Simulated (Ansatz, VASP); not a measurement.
Ti in VASP and in Ansatz

File INCAR:

```
ALGO     = Normal         # electronic algorithm
EDIFF    = 1E-6           # SCF threshold, eV
ENCUT    = 520            # plane-wave cutoff, eV
GGA      = PE             # functional
ISIF     = 2              # what is computed and relaxed
ISMEAR   = -1             # smearing method
LASPH    = T              # aspherical terms in the spheres
LCHARG   = F              # write CHGCAR
LREAL    = F              # projectors in reciprocal space
LWAVE    = F              # write WAVECAR
NBANDS   = 12             # bands
NELM     = 60             # most SCF steps
PREC     = Accurate       # precision mode
SIGMA    = 0.05           # smearing width, eV
```

Contents of KPOINTS:

```
k-points
0
Gamma
  15 15 15
```

Contents of POSCAR:

```
Ti
1.0
    0.0000000000      2.0567135898      2.0567135898
    2.0567135898      0.0000000000      2.0567135898
    2.0567135898      2.0567135898      0.0000000000
Ti
1
Direct
    0.0000000000      0.0000000000      0.0000000000
```

Input for Ansatz:

```yaml
crystal:
  lattice:
    - [0.0, 2.0567135898, 2.0567135898]
    - [2.0567135898, 0.0, 2.0567135898]
    - [2.0567135898, 2.0567135898, 0.0]
  atoms:
    - { symbol: Ti, position: [0.0, 0.0, 0.0] }
kpoints:
  mp_grid: { grid: [15, 15, 15] }
  band_path:
    path:
      - [0.0, 0.0, 0.0]
      - [0.5, 0.0, 0.5]
      - [0.625, 0.25, 0.625]
      - [0.375, 0.375, 0.75]
      - [0.0, 0.0, 0.0]
      - [0.5, 0.5, 0.5]
      - [0.5, 0.25, 0.75]
      - [0.5, 0.0, 0.5]
    npoints: 5
scf:
  occupations: { method: fermi_dirac, width: 0.05 }
hamiltonian:
  xc: pbe
  pseudopotentials: { kind: all_electron, lapw: { basis_error: 0.00025 } }
output:
  forces: true
  stress: true
  eigenvalues: true
```

Change from the starting cell: volume scaled by 1.04.

Alike in both runs: task single point; functional PBE; k mesh 15 × 15 × 15; occupations fermi-dirac, width 0.05 eV; no spin polarisation.

```csv
,VASP,Ansatz
version,VASP 6.6.1,Ansatz 0.2.0
potentials or method,"VASP PAW PBE potentials, release 64 (Ti_sv), cutoff 520 eV","all-electron LAPW, scalar-relativistic"
```

|  | VASP | Ansatz | Ansatz less VASP |
| --- | --- | --- | --- |
| pressure (GPa) | -0.3 | -0.1 | +0.25 |

Ansatz ran all-electron here, and VASP with PAW potentials.
